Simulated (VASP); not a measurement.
# AlNi (Pm-3m) in VASP: settings compared

The runs below take AlNi through elastic constants, single point, with PBE, PBEsol+U.

All numbers are computed with VASP 6.6.1; they aren't measurements. Logs are shortened: lines on timing, memory, paths and dates and some standing lists are left out, and cuts for length are marked.

## Step 1: The cell of the first run

Symmetry: Pm-3m, No. 221, cubic system. The conventional cell has a = 2.881 Å, b = 2.881 Å, c = 2.881 Å, α = 90.00°, β = 90.00°, γ = 90.00°. Within 3.3 Å of Ni (site symmetry m-3m) lie 8 Al at 2.50 Å and 6 Ni at 2.88 Å. Within 3.3 Å of Al (site symmetry m-3m) lie 8 Ni at 2.50 Å and 6 Al at 2.88 Å.

## Step 2: Elastic constants, PBE, collinear spin, ferromagnetic start

INCAR

```
PREC = Accurate
ENCUT = 600
EDIFF = 1E-8
ISMEAR = -1
SIGMA = 0.05
LREAL = False
LASPH = True
NELM = 150
ALGO = Fast
ISIF = 3
LWAVE = False
LCHARG = True
ISPIN = 2
MAGMOM = 1 0
LORBIT = 11
LMAXMIX = 4
GGA = PE
IBRION = 6
NFREE = 2
POTIM = 0.015
NSW = 1
```

KPOINTS

```
regular mesh
0
Gamma
  7 7 7
```

POSCAR

```
AlNi
1.0
    2.8810000000      0.0000000000      0.0000000000
    0.0000000000      2.8810000000      0.0000000000
    0.0000000000      0.0000000000      2.8810000000
Ni Al
1 1
Direct
    0.5000000000      0.5000000000      0.5000000000
    0.0000000000      0.0000000000      0.0000000000
```

Potentials or basis: VASP PAW PBE potentials, release 64 (Ni, Al).

Run with:

```
> cat potpaw_PBE.64/Ni/POTCAR potpaw_PBE.64/Al/POTCAR > POTCAR
> mpirun -np 1 vasp_std > vasp.out
```

OUTCAR:

```text
PREC = Accurate
   ENCUT = 600
   EDIFF = 1E-8
   ISMEAR = -1
   LREAL = False
   LASPH = True
   NELM = 150
   ISIF = 3
   ISPIN = 2
   LORBIT = 11
   GGA = PE
   IBRION = 6
   NFREE = 2
   POTIM = 0.015
   NSW = 1

 ion  position               nearest neighbor table
   1  0.500  0.500  0.500-   2 2.50   2 2.50   2 2.50   2 2.50   2 2.50   2 2.50   2 2.50   2 2.50

   2  0.000  0.000  0.000-   1 2.50   1 2.50   1 2.50   1 2.50   1 2.50   1 2.50   1 2.50   1 2.50

  LATTYP: Found a simple cubic cell.
 ALAT       =     2.8810000000

  Lattice vectors:

 A1 = (   2.8810000000,   0.0000000000,   0.0000000000)
 A2 = (   0.0000000000,   2.8810000000,   0.0000000000)
 A3 = (   0.0000000000,   0.0000000000,   2.8810000000)

Analysis of symmetry for initial positions (statically):
=====================================================================
 Subroutine PRICEL returns:
 Original cell was already a primitive cell.

 Routine SETGRP: Setting up the symmetry group for a
 simple cubic supercell.

 Subroutine GETGRP returns: Found 48 space group operations
 (whereof 48 operations were pure point group operations)
 out of a pool of 48 trial point group operations.

The static configuration has the point symmetry O_h .

Analysis of symmetry for dynamics (positions and initial velocities):
=====================================================================
 Subroutine PRICEL returns:
 Original cell was already a primitive cell.

 Routine SETGRP: Setting up the symmetry group for a
 simple cubic supercell.

 Subroutine GETGRP returns: Found 48 space group operations
 (whereof 48 operations were pure point group operations)
 out of a pool of 48 trial point group operations.

The dynamic configuration has the point symmetry O_h .

Analysis of structural, dynamic, and magnetic symmetry:
=====================================================================
 Subroutine PRICEL returns:
 Original cell was already a primitive cell.

 Routine SETGRP: Setting up the symmetry group for a
 simple cubic supercell.

 Subroutine GETGRP returns: Found 48 space group operations
 (whereof 48 operations were pure point group operations)
 out of a pool of 48 trial point group operations.

The overall configuration has the point symmetry O_h .

 Subroutine INISYM returns: Found 48 space group operations
 (whereof 48 operations are pure point group operations),
 and found     1 'primitive' translations

----------------------------------------------------------------------------------------

                                     Primitive cell

  volume of cell :      23.9128

  direct lattice vectors                    reciprocal lattice vectors
     2.881000000  0.000000000  0.000000000     0.347101701  0.000000000  0.000000000
     0.000000000  2.881000000  0.000000000     0.000000000  0.347101701  0.000000000
     0.000000000  0.000000000  2.881000000     0.000000000  0.000000000  0.347101701

  length of vectors
     2.881000000  2.881000000  2.881000000     0.347101701  0.347101701  0.347101701

  position of ions in fractional coordinates (direct lattice)
     0.500000000  0.500000000  0.500000000
     0.000000000  0.000000000  0.000000000

  ion indices of the primitive-cell ions
   primitive index   ion index
                 1           1
                 2           2

----------------------------------------------------------------------------------------

 KPOINTS: regular mesh

Automatic generation of k-mesh.
 Grid dimensions read from file:
 generate k-points for:    7    7    7

 Generating k-lattice:

  Cartesian coordinates                     Fractional coordinates (reciprocal lattice)
     0.049585957  0.000000000  0.000000000     0.142857143  0.000000000  0.000000000
     0.000000000  0.049585957  0.000000000     0.000000000  0.142857143  0.000000000
     0.000000000  0.000000000  0.049585957     0.000000000  0.000000000  0.142857143

  Length of vectors
     0.049585957  0.049585957  0.049585957

  Shift w.r.t. Gamma in fractional coordinates (k-lattice)
     0.000000000  0.000000000  0.000000000

 Subroutine IBZKPT returns following result:
 ===========================================

 Found     20 irreducible k-points:

 Following reciprocal coordinates:
            Coordinates               Weight
  0.000000  0.000000  0.000000      1.000000
[... 73 lines left out ...]
 maximum number of plane-waves:       812
 NGX is ok and might be reduce to    24
   NGX = 11   NGY = 11   NGZ = 11

--------------------------------------- Ionic step        1  -------------------------------------------

 number of electron      13.0000015 magnetization      -0.0000114

 number of electron      13.0000015 magnetization       0.0000007

 Free energy of the ion-electron system (eV)
  ---------------------------------------------------
  ext. energy  EPLUGINS =         0.00000000
  ---------------------------------------------------
  free energy    TOTEN  =       -10.55349355 eV

  energy without entropy =      -10.54748741  energy(sigma->0) =      -10.55049048

------------------------ aborting loop because EDIFF is reached ----------------------------------------

  FORCE on cell =-STRESS in cart. coord.  units (eV):
  Direction    XX          YY          ZZ          XY          YZ          ZX
  --------------------------------------------------------------------------------------
  -------------------------------------------------------------------------------------
  Total        0.2963101      0.2963101      0.2963101      0.0000000      0.0000000      0.0000000
  in kB       19.8530491     19.8530491     19.8530491      0.0000000      0.0000000      0.0000000
  external PRESSURE =      19.8530491 kB  Pullay stress =       0.0000000 kB
[... 93 lines left out ...]
  FREE ENERGIE OF THE ION-ELECTRON SYSTEM (eV)
  ---------------------------------------------------
  free  energy   TOTEN  =       -10.5449144745 eV

  energy  without entropy=      -10.5390791489  energy(sigma->0) =      -10.54199681

 E-fermi :   9.9931     XC(G=0): -11.9757

 val. band max:        9.9852200152   @ k =   0.4286   0.2857   0.2857
 cond. band min:      10.0259104676   @ k =   0.0000   0.0000   0.2857
 fundamental gap:      0.0406904524
 Fermi energy:         9.9931101029

 spin component 1

 k-point     1 :       0.0000    0.0000    0.0000
  band No.  band energies     occupation
      1      -1.1998      1.00000
      2       6.6868      1.00000
      3       6.7051      1.00000
      4       8.3323      1.00000
      5       8.3323      1.00000
      6       8.3752      1.00000
      7      14.9192      0.00000
      8      15.4429      0.00000
      9      15.4429      0.00000
     10      17.8397      0.00000
     11      17.9725      0.00000
[... 650 lines left out ...]
  band No.  band energies     occupation
      1       2.3340      1.00000
      2       4.4674      1.00000
      3       7.1880      1.00000
      4       7.5510      1.00000
      5       7.7423      1.00000
      6       8.3007      1.00000
      7       9.3398      1.00000
      8      15.6261      0.00000
      9      17.7365      0.00000
     10      19.5524      0.00000
     11      21.0890      0.00000

 [... further k-points ...]

[... ionic steps 4 to 14 ...]

--------------------------------------- Ionic step       15  -------------------------------------------

 number of electron      13.0000009 magnetization       0.0000000

 number of electron      13.0000009 magnetization      -0.0000000
[... 73 lines left out ...]
 number of electron      13.0000015 magnetization       0.0000000

 number of electron      13.0000015 magnetization      -0.0000000

 Free energy of the ion-electron system (eV)
  ---------------------------------------------------
  ext. energy  EPLUGINS =         0.00000000
  ---------------------------------------------------
  free energy    TOTEN  =       -10.55282311 eV

  energy without entropy =      -10.54681659  energy(sigma->0) =      -10.54981985

 E-fermi :  10.1875     XC(G=0): -12.0469

 val. band max:       10.1542074259   @ k =   0.4286   0.2857   0.2857
 cond. band min:      10.2680191003   @ k =   0.4286   0.4286   0.4286
 fundamental gap:      0.1138116744
 Fermi energy:        10.1875454578

 spin component 1

 k-point     1 :       0.0000    0.0000    0.0000
  band No.  band energies     occupation
      1      -1.1125      1.00000
      2       6.8207      1.00000
      3       6.8209      1.00000
      4       8.5109      1.00000
      5       8.5111      1.00000
      6       8.5111      1.00000
      7      15.5248      0.00000
      8      15.5248      0.00000
      9      15.5250      0.00000
     10      18.1553      0.00000
     11      18.1554      0.00000
[... 691 lines left out ...]
  FREE ENERGIE OF THE ION-ELECTRON SYSTEM (eV)
  ---------------------------------------------------
  free  energy   TOTEN  =       -10.5528231124 eV

  energy  without entropy=      -10.5468165939  energy(sigma->0) =      -10.54981985

 INTERNAL STRAIN TENSORS FROM STRAINED CELLS
 ============================================

 INTERNAL STRAIN TENSOR FOR ION    1 for displacements in x,y,z  (eV/Angst):
          X           Y           Z          XY          YZ          ZX
  --------------------------------------------------------------------------------
  x     0.00000     0.00000     0.00000     0.00000     0.00000     0.00000
  y     0.00000     0.00000     0.00000     0.00000     0.00000     0.00000
  z     0.00000     0.00000     0.00000     0.00000     0.00000     0.00000

 INTERNAL STRAIN TENSORS FROM DISPLACED ATOMS
 ============================================

 INTERNAL STRAIN TENSOR FOR ION    1 for displacements in x,y,z  (eV/Angst):
          X           Y           Z          XY          YZ          ZX
  --------------------------------------------------------------------------------
  x     0.00000     0.00000     0.00000     0.00000     0.00000     0.00000
  y     0.00000     0.00000     0.00000     0.00000     0.00000     0.00000
  z     0.00000     0.00000     0.00000     0.00000     0.00000     0.00000

 INTERNAL STRAIN TENSOR FOR ION    2 for displacements in x,y,z  (eV/Angst):
          X           Y           Z          XY          YZ          ZX
  --------------------------------------------------------------------------------
  x     0.00000     0.00000     0.00000     0.00000     0.00000     0.00000
  y     0.00000     0.00000     0.00000     0.00000     0.00000     0.00000
  z     0.00000     0.00000     0.00000     0.00000     0.00000     0.00000

 Eigenvectors and eigenvalues of the dynamical matrix
 ----------------------------------------------------

   1 f  =    8.881256 THz    55.802580 2PiTHz  296.246825 cm-1    36.729909 meV
             X         Y         Z           dx          dy          dz
      1.440500  1.440500  1.440500    -0.000000    0.561599    0.000000
      0.000000  0.000000  0.000000    -0.000000   -0.827410    0.000000
[... 21 lines left out ...]
   6 f/i=    0.004355 THz     0.027363 2PiTHz    0.145265 cm-1     0.018011 meV
             X         Y         Z           dx          dy          dz
      1.440500  1.440500  1.440500    -0.262912    0.784528    0.000000
      0.000000  0.000000  0.000000    -0.178450    0.532493    0.000000

--------------------------------------------------------------------------------------------------------

 ELASTIC MODULI CONTR FROM IONIC RELAXATION (kBar)
 Direction    XX          YY          ZZ          XY          YZ          ZX
 --------------------------------------------------------------------------------
 XX           0.0000      0.0000      0.0000      0.0000      0.0000      0.0000
 YY           0.0000      0.0000      0.0000      0.0000      0.0000      0.0000
 ZZ           0.0000      0.0000      0.0000      0.0000      0.0000      0.0000
 XY           0.0000      0.0000      0.0000      0.0000      0.0000      0.0000
 YZ           0.0000      0.0000      0.0000      0.0000      0.0000      0.0000
 ZX           0.0000      0.0000      0.0000      0.0000      0.0000      0.0000
 --------------------------------------------------------------------------------

 TOTAL ELASTIC MODULI (kBar)
 Direction    XX          YY          ZZ          XY          YZ          ZX
 --------------------------------------------------------------------------------
 XX        2349.9478   1322.6572   1322.6572      0.0000      0.0000     -0.0000
 YY        1322.6572   2349.9478   1322.6572     -0.0000      0.0000     -0.0000
 ZZ        1322.6572   1322.6572   2349.9478      0.0000     -0.0000      0.0000
 XY           0.0000     -0.0000      0.0000   1074.1909      0.0000      0.0000
 YZ           0.0000      0.0000     -0.0000      0.0000   1074.1909      0.0000
 ZX          -0.0000     -0.0000      0.0000      0.0000      0.0000   1074.1909
 --------------------------------------------------------------------------------

 total charge

# of ion       s       p       d       tot
------------------------------------------
    1        0.475   0.513   8.481   9.468
    2        0.384   0.413   0.000   0.797
--------------------------------------------------
tot          0.859   0.926   8.481  10.266

 magnetization (x)

# of ion       s       p       d       tot
------------------------------------------
    1        0.000   0.000  -0.000  -0.000
    2        0.000   0.000   0.000   0.000
--------------------------------------------------
tot          0.000   0.000  -0.000  -0.000
```

Wall time 9.7 min (1 thread of Intel Xeon 8259CL, shared host); peak memory 0.24 GiB.

Results:

```yaml
Net_moment: 0.00 μB per cell
Valence_electrons_inside_the_program's_atomic_spheres: Ni 9.47; Al 0.80
Elastic_constants_C11_C12_C44: 235, 132, 107 GPa
Voigt_bulk_modulus: 167 GPa
Highest_phonon_frequency_at_Γ: 296 cm⁻¹
```

Phonon frequencies in cm⁻¹ (negative: imaginary):
| q point | frequencies |
| --- | --- |
| (0.000, 0.000, 0.000) | 0 0 0 296 296 296 |

Elastic tensor in Voigt notation (GPa, in the Cartesian axes of the cell as first typed):
```
235 132 132   0   0   0
132 235 132   0   0   0
132 132 235   0   0   0
  0   0   0 107   0   0
  0   0   0   0 107   0
  0   0   0   0   0 107
```

Clamped-ion elastic tensor (GPa):
```
235 132 132   0   0   0
132 235 132   0   0   0
132 132 235   0   0   0
  0   0   0 107   0   0
  0   0   0   0 107   0
  0   0   0   0   0 107
```

Caveat: the cell is under stress, which shifts elastic constants.

## Step 3: Single point, PBEsol+U, collinear spin, ferromagnetic start

POSCAR is that of step 2.

INCAR.step1

```
SYSTEM = AlNi
  ALGO = Normal
  EDIFF = 1E-6
  ENCUT = 520
  GGA = PS
  ISIF = 2
  ISMEAR = -1
  ISPIN = 2
  LASPH = .TRUE.
  LCHARG = .TRUE.
  LDAU = .TRUE.
  LDAUJ = 0 0
  LDAUL = 2 -1
  LDAUPRINT = 1
  LDAUTYPE = 2
  LDAUU = 8 0
  LMAXMIX = 4
  LREAL = .FALSE.
  LWAVE = .FALSE.
  MAGMOM = 1 0
  NBANDS = 18
  NELM = 150
  PREC = Accurate
  SIGMA = 0.05
```

KPOINTS.step1

```
k-points
0
G
  9 9 9
  0 0 0
```

INCAR.step2

```
SYSTEM = AlNi
  ALGO = Normal
  EDIFF = 1E-6
  ENCUT = 520
  GGA = PS
  ICHARG = 11
  ISIF = 2
  ISMEAR = -5
  ISPIN = 2
  LASPH = .TRUE.
  LCHARG = .FALSE.
  LDAU = .TRUE.
  LDAUJ = 0 0
  LDAUL = 2 -1
  LDAUPRINT = 1
  LDAUTYPE = 2
  LDAUU = 8 0
  LMAXMIX = 4
  LORBIT = 10
  LREAL = .FALSE.
  LWAVE = .FALSE.
  MAGMOM = 1 0
  NBANDS = 18
  NEDOS = 2001
  NELM = 150
  PREC = Accurate
  SIGMA = 0.05
```

KPOINTS.step2

```
k-points
0
G
  14 14 14
  0 0 0
```

Potentials or basis: VASP PAW PBE potentials, release 64 (Ni, Al).

Run with:

```
> cat potpaw_PBE.64/Ni/POTCAR potpaw_PBE.64/Al/POTCAR > POTCAR
> cp INCAR.step1 INCAR
> cp KPOINTS.step1 KPOINTS
> mpirun -np 1 vasp_std > vasp.out
> cp INCAR.step2 INCAR
> cp KPOINTS.step2 KPOINTS
> mpirun -np 1 vasp_std > vasp.out
```

Run time: 97 s. Hardware: 1 thread of Intel Xeon 8259CL, shared host; peak memory 0.2 GiB.

Results (log left out):

```
Net moment                                            : 0.00 μB per cell
Valence electrons inside the program's atomic spheres : Ni 9.84; Al 0.77
```

Levels at points of the mesh, in eV from the Fermi level:
Spin up:
```csv
k point,band 5,band 6,band 7,band 8,band 9,band 10
"(0.00, 0.00, 0.00)",-2.41,-2.41,6.19,6.19,6.19,8.08
"(0.50, 0.00, 0.00)",-3.09,-2.32,-1.22,8.79,10.81,10.81
"(0.50, 0.50, 0.00)",-2.18,-2.18,-1.86,1.92,2.25,12.72
"(0.50, 0.50, 0.50)",-1.83,2.87,2.87,2.87,4.12,4.34
```
Spin down:
```tsv
k point	band 4	band 5	band 6	band 7	band 8	band 9	band 10	band 11
(0.00, 0.00, 0.00)	-2.41	-2.41	-2.41	6.19	6.19	6.19	8.08	8.08
(0.50, 0.00, 0.00)	-3.09	-3.09	-2.32	-1.22	8.79	10.81	10.81	10.82
(0.50, 0.50, 0.00)	-2.94	-2.18	-2.18	-1.86	1.92	2.25	12.72	14.70
(0.50, 0.50, 0.50)	-1.83	-1.83	2.87	2.87	2.87	4.12	4.33	4.33
```

Eigenvalues of the final occupation matrices:
| site | spin | trace | eigenvalues |
| --- | --- | --- | --- |
| site 1 d | 1 | 4.50 | 0.90 0.90 0.90 0.90 0.90 |
| site 1 d | 2 | 4.50 | 0.90 0.90 0.90 0.90 0.90 |

Caveat: the PAW data sets were made with another functional, which shifts forces and pressure a little; the U is typed as a test and isn't derived for this compound; tetrahedron occupations give inexact forces and stress in metals.
